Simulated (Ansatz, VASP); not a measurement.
**One calculation of MnSi7C8, two programs**

```
Mn Si C
1.0
     0.00000    4.35800    4.35800
     4.35800    0.00000    4.35800
     4.35800    4.35800    0.00000
Mn Si C
1 7 8
Direct
  0.00000 0.00000 0.00000
  0.99883 0.99883 0.50117
  0.99883 0.50117 0.99883
  0.99883 0.50117 0.50117
  0.50117 0.99883 0.99883
  0.50117 0.99883 0.50117
  0.50117 0.50117 0.99883
  0.50000 0.50000 0.50000
  0.13041 0.13041 0.13041
  0.13041 0.13041 0.60877
  0.13041 0.60877 0.13041
  0.12525 0.62492 0.62492
  0.60877 0.13041 0.13041
  0.62492 0.12525 0.62492
  0.62492 0.62492 0.12525
  0.62492 0.62492 0.62492
```

Alike in both runs: task single point; functional PBEsol; k mesh 3 × 3 × 3; occupations gaussian, width 0.05 eV; collinear spin; Hubbard terms Mn d U = 5.5 eV.

```csv
,VASP,Ansatz
version,VASP 6.6.1,Ansatz 0.2.0
potentials or method,"VASP PAW PBE potentials, release 64 (Mn_pv, Si, C), cutoff 520 eV","scalar-relativistic, plane waves, PAW"
valence electrons in the cell,73,75
```

|  | VASP | Ansatz | Ansatz less VASP |
| --- | --- | --- | --- |
| gap on the k mesh at the Fermi level (eV) | none | none | - |
| pressure (GPa) | 5.8 | 5.9 | +0.11 |
| rms of the force components (eV/Å) | 0.117 | 0.165 | +0.0475 |
| net moment per atom (μB) | 0.19 | 0.19 | 0.000 |
| size of the moment on the site where the two differ most (μB) | 3.71 | 3.30 | -0.407 |

VASP's potentials were made for PBE, not for PBEsol. Site moments also hang on the region over which each program counts them. The programs project onto different local orbitals, so the same U acts differently, and such runs can settle in different states. Atom by atom the forces differ by 0.048 eV/Å (rms over components). A gap of «none» marks a metal or a gap that the smearing closes. VASP's potentials hold 73 valence electrons a cell and Ansatz's 75, so a difference there can come from the potentials and not from the codes. Ansatz's warnings: filled band counts differ across k points.

The k mesh is coarse, so the values compare programs but aren't converged.
